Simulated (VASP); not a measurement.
Write the native input for VASP 6.6.1 that does the following.

```
Task                   : electric field gradients
Functional             : PBE
Potentials or basis    : VASP PAW PBE potentials, release 64 (Bi_d, S)
Cutoff                 : 520 eV
k mesh                 : 3 × 7 × 3
Occupations            : fermi-dirac, width 0.02 eV
Spin                   : no spin polarisation
Dipole correction      : no
Further INCAR settings : LREAL = Auto; ALGO = Normal; EDIFF = 1e-08; NBANDS = 112
```

The structure of Bi2S3 lies in POSCAR:

```
Bi2S3
1.0
   11.3540000000      0.0000000000      0.0000000000
    0.0000000000      3.9911000000      0.0000000000
    0.0000000000      0.0000000000     11.1880000000
Bi S
8 12
Direct
    0.4833000000      0.2500000000      0.3256000000
    0.0167000000      0.7500000000      0.8256000000
    0.9833000000      0.2500000000      0.1744000000
    0.5167000000      0.7500000000      0.6744000000
    0.3408000000      0.7500000000      0.0341000000
    0.1592000000      0.2500000000      0.5341000000
    0.8408000000      0.7500000000      0.4659000000
    0.6592000000      0.2500000000      0.9659000000
    0.2829000000      0.2500000000      0.1920000000
    0.2171000000      0.7500000000      0.6920000000
    0.7829000000      0.2500000000      0.3080000000
    0.7171000000      0.7500000000      0.8080000000
    0.5492000000      0.7500000000      0.1287000000
    0.9508000000      0.2500000000      0.6287000000
    0.0492000000      0.7500000000      0.3713000000
    0.4508000000      0.2500000000      0.8713000000
    0.3752000000      0.7500000000      0.4425000000
    0.1248000000      0.2500000000      0.9425000000
    0.8752000000      0.7500000000      0.0575000000
    0.6248000000      0.2500000000      0.5575000000
```

The input as run:

INCAR

```
SYSTEM = Bi2S3
PREC     = Accurate       ! precision mode
ENCUT    = 520            ! plane-wave cutoff, eV
EDIFF    = 1E-8           ! SCF threshold, eV
ISMEAR   = -1             ! smearing method
SIGMA    = 0.02           ! smearing width, eV
LREAL    = Auto         
LASPH    = .TRUE.         ! aspherical terms in the spheres
NELM     = 60             ! most SCF steps
ALGO     = Normal         ! electronic algorithm
ISIF     = 2              ! what is computed and relaxed
LWAVE    = .FALSE.        ! write WAVECAR
LCHARG   = .FALSE.        ! write CHGCAR
GGA      = PE             ! functional
LEFG     = .TRUE.       
NBANDS   = 112            ! bands
KPAR     = 4
```

KPOINTS

```
Automatic mesh
0
G
  3 7 3
  0 0 0
```

Potentials or basis: VASP PAW PBE potentials, release 64 (Bi_d, S).

Command:

```bash
$ cat potpaw_PBE.64/Bi_d/POTCAR potpaw_PBE.64/S/POTCAR > POTCAR
$ mpirun -np 4 vasp_std > vasp.out
```

It gave:

```yaml
Pressure: 1.5 GPa
Largest_force: 0.214 eV/Å
Band_gap_on_the_k_mesh: 1.39 eV (least direct gap 1.50 eV)
Largest_electric_field_gradient_by_atom: Bi +96.9, -237.0 (each value once); S -24.6, +45.7, -89.5 (each value once) V/Å²
```

Caveat: without QUAD_EFG the Cq values of the log hold for a quadrupole moment of 1 mb, not for the nuclei; spin-orbit coupling is left out, which moves the levels of the heavy elements.

Wall time 4.4 min on 4 MPI ranks on AMD EPYC 9R45 96-Core Processor (Zen 5), on a shared host, peak memory 0.81 GiB a rank.
